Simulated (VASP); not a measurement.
# GaP: single point with r2SCAN

The system is GaP.

```
Ga P
1.0
     0.00000    2.66416    2.66416
     2.66416    0.00000    2.66416
     2.66416    2.66416    0.00000
Ga P
1 1
Cartesian
  0.0000 0.0000 0.0000
  3.9962 3.9962 3.9962
```

```
Program                : VASP 6.6.1
Task                   : single point
Functional             : r2SCAN
Potentials or basis    : VASP PAW PBE potentials, release 64 (Ga_d, P)
Cutoff                 : 520 eV
k mesh                 : 8 × 8 × 8
Occupations            : gaussian, width 0.01 eV
Spin                   : no spin polarisation
Dipole correction      : no
Further INCAR settings : ALGO = Normal; EDIFF = 1e-06; NBANDS = 16
```

* Pressure: 7.0 GPa
* Band gap on the k mesh: 1.76 eV (least direct gap 2.95 eV)

Levels at points of the mesh, in eV from the valence-band top:
```csv
k point,band 6,band 7,band 8,band 9,band 10,band 11,band 12,band 13
"(0.00, 0.00, 0.00)",-13.57,0.00,0.00,0.00,2.95,4.16,4.16,4.16
"(0.50, 0.00, 0.00)",-11.17,-7.27,-1.28,-1.28,2.26,5.02,5.02,8.97
"(0.50, 0.50, 0.00)",-10.14,-7.31,-3.06,-3.06,1.76,2.03,11.88,11.88
```

It took 52 s on 1 thread of Intel(R) Xeon(R) Platinum 8259CL CPU @ 2.50GHz (Skylake/Cascade Lake), on a shared host, peak memory 0.17 GiB.

Caveat: the cell stands under pressure; the PAW data sets were made with another functional, which shifts forces and pressure a little. A k mesh can miss the band edges.
